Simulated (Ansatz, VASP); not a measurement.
Given: the input of a run of VASP 6.6.1 on AlSn.

Contents of INCAR:

```
PREC = Accurate ; ENCUT = 600
EDIFF = 1E-7 ; ISMEAR = -1
SIGMA = 0.05 ; LREAL = False
LASPH = True ; NELM = 80
ALGO = Normal ; ISIF = 3
LWAVE = False ; LCHARG = False
GGA = PS ; IVDW = 13
IBRION = 2 ; NSW = 60
EDIFFG = -0.01
```

Contents of KPOINTS:

```
regular mesh
0
Gamma
  7 7 8
```

File POSCAR:

```
AlSn
1.0
    4.1981056157      0.0000000000      0.0000000000
   -2.0990528078      3.6356661109      0.0000000000
    0.0000000000      0.0000000000      3.3068470000
Sn Al
1 1
Direct
    0.3333333333      0.6666666667      0.5000000000
    0.0000000000      0.0000000000      0.0000000000
```

Potentials or basis: VASP PAW PBE potentials, release 64 (Sn_d, Al).

Launch:

```bash
$ cat potpaw_PBE.64/Sn_d/POTCAR potpaw_PBE.64/Al/POTCAR > POTCAR
$ mpirun -np 1 vasp_std > vasp.out
```

Task: Translate it to Ansatz 0.2.0. Potentials there: Ansatz PAW.

Result: As run (the cutoff follows the program's own potentials):

The input input.yaml:

```yaml
crystal:
  lattice:
    - [4.1981056157, 0.0, 0.0]
    - [-2.0990528078, 3.6356661109, 0.0]
    - [0.0, 0.0, 3.306847]
  atoms:
    - { symbol: Sn, position: [0.3333333333, 0.6666666667, 0.5] }
    - { symbol: Al, position: [0.0, 0.0, 0.0] }
hamiltonian:
  xc: pbesol
  pseudopotentials: { kind: paw }
  dispersion: d4
kpoints:
  mp_grid: { grid: [7, 7, 8] }
scf:
  occupations: { method: fermi_dirac, width: 0.05 }
output:
  forces: true
  stress: true
  eigenvalues: true
relax:
  f_tol: 0.01
  max_steps: 40
  cell: { stress_tol: 0.05 }
```

Potentials or basis: Ansatz PAW.

Run with:

```console
$ ansatz run input.yaml --threads 2 --pin off --max-ram 5632MiB --backend cpu --events-out ev --progress --plain --runs-dir out
```

Both were run:

|  | VASP | Ansatz | Ansatz less VASP |
| --- | --- | --- | --- |
| gap on the k mesh at the Fermi level, each at its own relaxed structure (eV) | none | none | - |
| relaxed volume (Å³/atom) | 23.80 | 23.80 | +0.006 |
| relaxed cell length with the largest relative difference (Å) | 4.103 | 4.103 | +0.0005 |

VASP's potentials were made for PBE, not for PBEsol. A gap of «none» marks a metal or a gap that the smearing closes.

Noted on Ansatz's run: the plane-wave basis is chosen anew once the cell has moved, so the energies of steps on either side of that aren't comparable.
